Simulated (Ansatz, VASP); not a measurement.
**Two plane-wave programs on Hf2Pd2Se2Br2O3**

Contents of INCAR:

```
PREC = Accurate ; ENCUT = 520
EDIFF = 1E-6 ; ISMEAR = -1
SIGMA = 0.05 ; LREAL = F
LASPH = T ; NELM = 150
ALGO = Normal ; ISIF = 2
LWAVE = F ; LCHARG = F
LMAXMIX = 4 ; LDAU = T
LDAUTYPE = 2 ; LDAUL = 2 2 -1 -1 -1
LDAUU = 8 8 0 0 0 ; LDAUJ = 0 0 0 0 0
LDAUPRINT = 1 ; GGA = PE
NBANDS = 53
```

Contents of KPOINTS:

```
regular mesh
0
Gamma
  6 6 3
```

Contents of POSCAR:

```
Hf2Pd2Se2Br2O3
1.0
    5.7589900000      0.0000000000      0.0000000000
   -2.8794900000      4.9874300000      0.0000000000
    0.0000000000      0.0000000000      8.5254700000
Hf Pd Se Br O
2 2 2 2 3
Direct
    0.3333300000      0.6666700000      0.5420100000
    0.6666700000      0.3333300000      0.5420100000
    0.3333300000      0.6666700000      0.1288000000
    0.6666700000      0.3333300000      0.1288000000
    0.3333300000      0.6666700000      0.8557200000
    0.6666700000      0.3333300000      0.8557200000
    0.0000000000      0.0000000000      0.1389500000
    0.0000000000      0.0000000000      0.6538400000
    0.5000000000      0.0000000000      0.4296300000
    0.0000000000      0.5000000000      0.4296300000
    0.5000000000      0.5000000000      0.4296300000
```

Contents of input.yaml:

```yaml
crystal:
  lattice:
    - [5.75899, 0.0, 0.0]
    - [-2.87949, 4.98743, 0.0]
    - [0.0, 0.0, 8.52547]
  atoms:
    - { symbol: Hf, position: [0.33333, 0.66667, 0.54201] }
    - { symbol: Hf, position: [0.66667, 0.33333, 0.54201] }
    - { symbol: Pd, position: [0.33333, 0.66667, 0.1288] }
    - { symbol: Pd, position: [0.66667, 0.33333, 0.1288] }
    - { symbol: Se, position: [0.33333, 0.66667, 0.85572] }
    - { symbol: Se, position: [0.66667, 0.33333, 0.85572] }
    - { symbol: Br, position: [0.0, 0.0, 0.13895] }
    - { symbol: Br, position: [0.0, 0.0, 0.65384] }
    - { symbol: O, position: [0.5, 0.0, 0.42963] }
    - { symbol: O, position: [0.0, 0.5, 0.42963] }
    - { symbol: O, position: [0.5, 0.5, 0.42963] }
hamiltonian:
  xc: pbe
  pseudopotentials: { kind: paw }
  hubbard:
    sites:
      - { species: Hf, l: d, u_eff: 8.0 }
      - { species: Pd, l: d, u_eff: 8.0 }
kpoints:
  mp_grid: { grid: [6, 6, 3] }
scf:
  occupations: { method: fermi_dirac, width: 0.05 }
  n_extra_bands: 27
output:
  forces: true
  stress: true
  eigenvalues: true
  dos: { projected: true, de: 0.05, nscf_kmesh: { grid: [9, 9, 5] } }
```

Alike in both runs: functional PBE; k mesh 6 × 6 × 3; occupations fermi-dirac, width 0.05 eV; no spin polarisation; Hubbard terms Hf d U = 8.0 eV, Pd d U = 8.0 eV.

|  | VASP | Ansatz |
| --- | --- | --- |
| version | VASP 6.6.1 | Ansatz 0.2.0 |
| potentials or method | VASP PAW PBE potentials, release 64 (Hf_pv, Pd, Se, Br, O) | Ansatz PAW |
| plane-wave cutoff (eV) | 520 | 420 |
| valence electrons in the cell | 84 | 152 |
| task | single point | projected density of states |

```tsv
	VASP	Ansatz	Ansatz less VASP
gap on the k mesh at the Fermi level (eV)	none	none	-
pressure (GPa)	5.7	4.2	-1.42
traceless stress, the component that is largest in VASP (GPa)	-2.23	1.04	+3.274
rms of the force components (eV/Å)	0.720	0.314	-0.4055
```

The programs project onto different local orbitals, so the same U acts differently, and such runs can settle in different states. Atom by atom the forces differ by 0.880 eV/Å (rms over components). A gap of «none» marks a metal or a gap that the smearing closes. VASP's potentials hold 84 valence electrons a cell and Ansatz's 152, so a difference there can come from the potentials and not from the codes.

Spin-orbit coupling is off throughout.
